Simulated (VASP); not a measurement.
Wanted: the native input for a VASP 6.6.1 run.

| Property | Result |
| --- | --- |
| Task | single point |
| Functional | PBE |
| Potentials or basis | VASP PAW PBE potentials, release 64 (Li_sv, Tl_d, F) |
| Cutoff | 520 eV |
| k mesh | 4 × 4 × 4 |
| Occupations | gaussian, width 0.1 eV |
| Spin | no spin polarisation |
| Dipole correction | no |
| Further INCAR settings | ALGO = Normal; EDIFF = 1e-06; NBANDS = 26 |

The structure of LiTlF3 lies in POSCAR:

```
LiTlF3
1.0
    3.8904961141      0.0000000000      0.0000000000
    0.0000000000      3.8904961141      0.0000000000
    0.0000000000      0.0000000000      3.8904961141
Li Tl F
1 1 3
Direct
    0.0000000000      0.0000000000      0.0000000000
    0.5000000000      0.5000000000      0.5000000000
    0.5000000000      0.0000000000      0.0000000000
    0.0000000000      0.5000000000      0.0000000000
    0.0000000000      0.0000000000      0.5000000000
```

The input as run:

INCAR

```
SYSTEM = LiTlF3
  PREC = Accurate
  ENCUT = 520
  EDIFF = 1E-6
  ISMEAR = 0
  SIGMA = 0.1
  LREAL = .False.
  LASPH = .True.
  NELM = 80
  ALGO = Normal
  ISIF = 2
  LWAVE = .False.
  LCHARG = .False.
  GGA = PE
  NBANDS = 26
```

KPOINTS

```
regular mesh
0
Gamma
  4 4 4
  0 0 0
```

Potentials or basis: VASP PAW PBE potentials, release 64 (Li_sv, Tl_d, F).

Run with:

```sh
$ cat potpaw_PBE.64/Li_sv/POTCAR potpaw_PBE.64/Tl_d/POTCAR potpaw_PBE.64/F/POTCAR > POTCAR
$ mpirun -np 1 vasp_std > vasp.out
```

Run time: 21 s on 1 thread of Intel(R) Xeon(R) Platinum 8259CL CPU @ 2.50GHz (Skylake/Cascade Lake), on a shared host, peak memory 0.16 GiB.
